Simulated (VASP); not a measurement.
Here is a VASP 6.6.1 calculation.

The input INCAR:

```
SYSTEM = Ti12H
  PREC = Accurate
  ENCUT = 520
  EDIFF = 1E-6
  ISMEAR = 0
  SIGMA = 0.1
  LREAL = .FALSE.
  LASPH = .TRUE.
  NELM = 100
  ALGO = Normal
  ISIF = 2
  LWAVE = .FALSE.
  LCHARG = .FALSE.
  LDIPOL = .TRUE.
  IDIPOL = 3
  DIPOL = 0.5 0.5 0.339
  GGA = PE
  NBANDS = 84
```

KPOINTS

```
Automatic mesh
0
G
  5 6 1
  0 0 0
```

Contents of POSCAR:

```
Ti12H
1.0
    5.8763264167      0.0000000000      0.0000000000
    0.0000000000      4.6504654186      0.0000000000
    0.0000000000      0.0000000000     21.2842241193
Ti H
12 1
Direct
    0.0000000000      0.7500000000      0.1879326198
    0.5000000000      0.7500000000      0.1879326198
    0.2500000000      0.2500000000      0.2277825413
    0.7500000000      0.2500000000      0.2277825413
    0.2500000000      0.7500000000      0.3074823843
    0.7500000000      0.7500000000      0.3074823843
    0.0000000000      0.2500000000      0.3461291961
    0.5000000000      0.2500000000      0.3461291961
    0.0000000000      0.7500000000      0.4220680058
    0.5000000000      0.7500000000      0.4220680058
    0.2500000000      0.2500000000      0.4596937180
    0.7500000000      0.2500000000      0.4596937180
    0.3750000000      0.7500000000      0.5017844315
```

Potentials or basis: VASP PAW PBE potentials, release 64 (Ti_sv, H).

Command:

```bash
$ cat potpaw_PBE.64/Ti_sv/POTCAR potpaw_PBE.64/H/POTCAR > POTCAR
$ mpirun -np 1 vasp_std > vasp.out
```

Task: Predict the largest force.

Result: 0.630 eV/Å.

Task: What does it give for the band gap on the k mesh?

Result: Zero (an odd number of electrons rules out a gap without spin polarisation).

Forces in eV/Å, atoms in the order of the input:
```
Ti  -0.016  0.000  0.348
Ti   0.003  0.000  0.330
Ti   0.022  0.000  0.032
Ti  -0.020  0.000  0.058
Ti  -0.080  0.000 -0.368
Ti   0.060  0.000 -0.534
Ti   0.005  0.000  0.116
Ti  -0.132  0.000  0.034
Ti   0.179  0.000  0.109
Ti   0.345  0.000 -0.010
Ti   0.192  0.000  0.036
Ti   0.071  0.000 -0.151
H   -0.630  0.000  0.001
```
